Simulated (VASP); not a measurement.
# TePb (Fm-3m) in VASP: further runs, part 2 of 2

VASP 6.6.1. Earlier steps stand in the parts before.

## Step 3: Single point, PBE

This run uses another cell than the first one, of 33.73 Å³/atom, 0.943 times its volume.

The input, INCAR:

```
PREC = Accurate
ENCUT = 520
EDIFF = 1E-6
ISMEAR = 0
SIGMA = 0.026000000000000002
LREAL = F
LASPH = T
NELM = 100
ALGO = Normal
ISIF = 2
LWAVE = F
LCHARG = F
GGA = PE
NBANDS = 17
```

The input, KPOINTS:

```
Automatic mesh
0
Gamma
  7 7 7
```

The input, POSCAR:

```
TePb
1.0
    0.0000000000      3.2310000000      3.2310000000
    3.2310000000      0.0000000000      3.2310000000
    3.2310000000      3.2310000000      0.0000000000
Pb Te
1 1
Direct
    0.0000000000      0.0000000000      0.0000000000
    0.5000000000      0.5000000000      0.5000000000
```

Potentials or basis: VASP PAW PBE potentials, release 64 (Pb_d, Te).

On the command line:

```console
$ cat potpaw_PBE.64/Pb_d/POTCAR potpaw_PBE.64/Te/POTCAR > POTCAR
$ mpirun -np 1 vasp_std > vasp.out
```

OUTCAR:

```text
PREC = Accurate
   ENCUT = 520
   EDIFF = 1E-6
   ISMEAR = 0
   LREAL = F
   LASPH = T
   NELM = 100
   ISIF = 2
   GGA = PE

 ion  position               nearest neighbor table
   1  0.000  0.000  0.000-   2 3.23   2 3.23   2 3.23   2 3.23   2 3.23   2 3.23
   2  0.500  0.500  0.500-   1 3.23   1 3.23   1 3.23   1 3.23   1 3.23   1 3.23

  LATTYP: Found a face centered cubic cell.
 ALAT       =     6.4620000000

  Lattice vectors:
[... 579 lines left out ...]
     16      15.9317      0.00000
     17      16.4024      0.00000

------------------------ aborting loop because EDIFF is reached ----------------------------------------

  FORCE on cell =-STRESS in cart. coord.  units (eV):
  Direction    XX          YY          ZZ          XY          YZ          ZX
  --------------------------------------------------------------------------------------
  -------------------------------------------------------------------------------------
  Total        0.8636199      0.8636199      0.8636199      0.0000000      0.0000000      0.0000000
  in kB       20.5112601     20.5112601     20.5112601      0.0000000      0.0000000      0.0000000
  external PRESSURE =      20.5112601 kB  Pullay stress =       0.0000000 kB

 VOLUME and BASIS-vectors are now :
 -----------------------------------------------------------------------------
  energy-cutoff  :      520.00
  volume of cell :       67.46
      direct lattice vectors                 reciprocal lattice vectors
     0.000000000  3.231000000  3.231000000    -0.154750851  0.154750851  0.154750851
     3.231000000  0.000000000  3.231000000     0.154750851 -0.154750851  0.154750851
     3.231000000  3.231000000  0.000000000     0.154750851  0.154750851 -0.154750851

 POSITION                                       TOTAL-FORCE (eV/Angst)
 -----------------------------------------------------------------------------------
      0.00000      0.00000      0.00000         0.000000     -0.000000      0.000000
      3.23100      3.23100      3.23100        -0.000000      0.000000      0.000000
 -----------------------------------------------------------------------------------
    total drift:                               -0.000000      0.000000      0.000000

  FREE ENERGIE OF THE ION-ELECTRON SYSTEM (eV)
  ---------------------------------------------------
  free  energy   TOTEN  =        -7.5025907827 eV

  energy  without entropy=       -7.5025907827  energy(sigma->0) =       -7.50259078
```

OSZICAR:

```text
N       E                     dE             d eps       ncg     rms          rms(c)
DAV:   1     0.148753461950E+03    0.14875E+03   -0.90739E+03   680   0.113E+03
DAV:   2     0.291867307657E+01   -0.14583E+03   -0.14164E+03   707   0.293E+02
DAV:   3    -0.733242470263E+01   -0.10251E+02   -0.10191E+02   875   0.832E+01
DAV:   4    -0.761080186747E+01   -0.27838E+00   -0.27819E+00   846   0.152E+01
DAV:   5    -0.762323338393E+01   -0.12432E-01   -0.12431E-01   961   0.284E+00    0.334E+00
DAV:   6    -0.750398951053E+01    0.11924E+00   -0.26213E-01   983   0.359E+00    0.207E+00
DAV:   7    -0.750079265657E+01    0.31969E-02   -0.82031E-02   818   0.138E+00    0.912E-01
DAV:   8    -0.750263299073E+01   -0.18403E-02   -0.93081E-03   824   0.970E-01    0.150E-01
DAV:   9    -0.750256298140E+01    0.70009E-04   -0.12406E-03  1035   0.371E-01    0.642E-02
DAV:  10    -0.750258460566E+01   -0.21624E-04   -0.15864E-04   838   0.979E-02    0.212E-02
DAV:  11    -0.750259101400E+01   -0.64083E-05   -0.46197E-05   884   0.548E-02    0.200E-02
DAV:  12    -0.750259078267E+01    0.23132E-06   -0.28751E-06   757   0.997E-03
   1 F= -.75025908E+01 E0= -.75025908E+01  d E =-.728566E-19
```

stdout:

```text
POSCAR found type information on POSCAR PbTe
 POSCAR found :  2 types and       2 ions
 scaLAPACK will be used
 LDA part: xc-table for (Slater+PW92), standard interpolation
 POSCAR, INCAR and KPOINTS ok, starting setup
 FFT: planning ... GRIDC
 FFT: planning ... GRID_SOFT
 FFT: planning ... GRID
 WAVECAR not read
 entering main loop
```

Wall time 12 s (1 thread of Intel Xeon Platinum 8559C (Emerald Rapids), shared host); peak memory 0.2 GiB.

Results:

```yaml
Free_energy: -7.5026 eV
Pressure: 2.1 GPa
```

Levels at points of the mesh, in eV from the Fermi level:
| k point | band 8 | band 9 | band 10 | band 11 | band 12 | band 13 |
| --- | --- | --- | --- | --- | --- | --- |
| (0.00, 0.00, 0.00) | -1.40 | -1.40 | -1.40 | 4.03 | 4.03 | 4.03 |

Caveat: this odd mesh misses L, where the gap lies, so gap, dielectric constants and Born charges aren't listed; spin-orbit coupling is left out, which moves the levels of the heavy elements.

## Step 4: Single point, PBE

This run uses another cell than the first one, of 33.73 Å³/atom, 0.943 times its volume.

The input, INCAR:

```
PREC = Accurate ; ENCUT = 520
EDIFF = 1E-6 ; ISMEAR = 0
SIGMA = 0.018000000000000002 ; LREAL = F
LASPH = T ; NELM = 100
ALGO = Normal ; ISIF = 2
LWAVE = F ; LCHARG = F
GGA = PE ; NBANDS = 17
```

The input, KPOINTS:

```
regular mesh
0
Gamma
  7 7 7
```

POSCAR is that of step 3.

On the command line:

```console
$ cat potpaw_PBE.64/Pb_d/POTCAR potpaw_PBE.64/Te/POTCAR > POTCAR
$ mpirun -np 1 vasp_std > vasp.out
```

Wall time 11 s (1 thread of Intel Xeon Platinum 8559C (Emerald Rapids), shared host); peak memory 0.2 GiB.

It converged, with:

```yaml
Free_energy: -7.5026 eV
Pressure: 2.1 GPa
```

Levels at points of the mesh, in eV from the Fermi level:
| k point | band 6 | band 7 | band 8 | band 9 | band 10 | band 11 | band 12 | band 13 | band 14 | band 15 |
| --- | --- | --- | --- | --- | --- | --- | --- | --- | --- | --- |
| (0.00, 0.00, 0.00) | -12.07 | -5.65 | -1.40 | -1.40 | -1.40 | 4.03 | 4.03 | 4.03 | 5.74 | 5.74 |

Caveat: this odd mesh misses L, where the gap lies, so gap, dielectric constants and Born charges aren't listed; spin-orbit coupling is left out, which moves the levels of the heavy elements.

## Step 5: Overview

```csv
level,cell,smearing,pressure (GPa)
PBEsol,"a = 4.659 Å, angles 60.0°, 2 atoms",fermi-dirac 0.05 eV,-2.6
PBE,"a = 4.569 Å, angles 60.0°, 2 atoms",gaussian 0.026 eV,2.1
PBE,"a = 4.569 Å, angles 60.0°, 2 atoms",gaussian 0.018 eV,2.1
```

Alike in all rows: task single point; potentials or basis VASP PAW PBE potentials, release 64 (Pb_d, Te); no spin polarisation; k mesh 7 × 7 × 7; cutoff (eV) 520.

Caveats: spin-orbit coupling is left out, which moves the levels of the heavy elements; the PAW data sets were made with another functional, which shifts forces and pressure a little (some runs).

Absolute energies hang on the potentials; compare differences alone.
